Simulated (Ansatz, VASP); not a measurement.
Sb: VASP beside Ansatz

POSCAR

```
Sb
1.0
    3.3610417741      0.0000000000      0.0000000000
   -1.6805208870      2.9107475595      0.0000000000
    0.0000000000      0.0000000000     11.5328418636
Sb
4
Direct
    0.0000000000      1.0000000000      1.0000000000
    0.0000000000      1.0000000000      0.5000000000
    0.3333333333      0.6666666667      0.2500000000
    0.6666666667      0.3333333333      0.7500000000
```

INCAR.step1

```
SYSTEM = Sb
PREC = Accurate ; ENCUT = 520
ISMEAR = -1 ; SIGMA = 0.1
LREAL = .FALSE. ; LASPH = .TRUE.
NELM = 100 ; NBANDS = 18
GGA = PE ; ALGO = Normal
EDIFF = 1E-4 ; LWAVE = .TRUE.
LCHARG = .FALSE.
```

The input INCAR.step2:

```
SYSTEM = Sb
PREC = Accurate ; ENCUT = 520
EDIFF = 1E-7 ; ISMEAR = -1
SIGMA = 0.1 ; LREAL = .FALSE.
LASPH = .TRUE. ; NELM = 100
ALGO = Normal ; ISIF = 2
LWAVE = .FALSE. ; LCHARG = .FALSE.
METAGGA = R2SCAN ; LMIXTAU = .TRUE.
NBANDS = 18 ; ISTART = 1
```

File KPOINTS:

```
regular mesh
0
G
  12 12 3
  0 0 0
```

Input for Ansatz:

```yaml
crystal:
  lattice:
    - [3.3610417741, 0.0, 0.0]
    - [-1.680520887, 2.9107475595, 0.0]
    - [0.0, 0.0, 11.5328418636]
  atoms:
    - { symbol: Sb, position: [0.0, 1.0, 1.0] }
    - { symbol: Sb, position: [0.0, 1.0, 0.5] }
    - { symbol: Sb, position: [0.3333333333, 0.6666666667, 0.25] }
    - { symbol: Sb, position: [0.6666666667, 0.3333333333, 0.75] }
hamiltonian:
  xc: r2scan
  pseudopotentials:
    kind: paw
    azcp:
      Sb: "pseudopotentials/Sb.paw.azcp"
basis:
  ecutwfc: 500
  fft_grid_basis: typed
kpoints:
  mp_grid: { grid: [12, 12, 3], shift: [0, 0, 0] }
magnetization:
  spin_polarized: false
scf:
  occupations: { method: fermi_dirac, width: 0.1 }
  lower_state_search: "off"
output:
  stress: true
```

Alike in both runs: task single point; functional r2SCAN; k mesh 12 × 12 × 3; occupations fermi-dirac, width 0.1 eV; no spin polarisation.

```csv
,VASP,Ansatz
version,VASP 6.6.1,Ansatz 0.2.0
potentials or method,"VASP PAW PBE potentials, release 64 (Sb), cutoff 520 eV","plane waves (500 eV) with PAW, scalar-relativistic"
valence electrons in the cell,20,60
```

VASP gave:

```
pressure (GPa)                                                : -2.1
traceless stress, the component that is largest in VASP (GPa) : -0.26
```

Question: Estimate Ansatz's values.

Answer: Pressure (GPa): -2.0; traceless stress, the component that is largest in VASP (GPa): -0.26.

VASP's potentials were made for PBE, not for r2SCAN. The functional is the same, so the differences come from potentials, cutoffs and numerics. VASP's potentials hold 20 valence electrons a cell and Ansatz's 60, so a difference there can come from the potentials and not from the codes.

Neither program's run includes spin-orbit coupling.
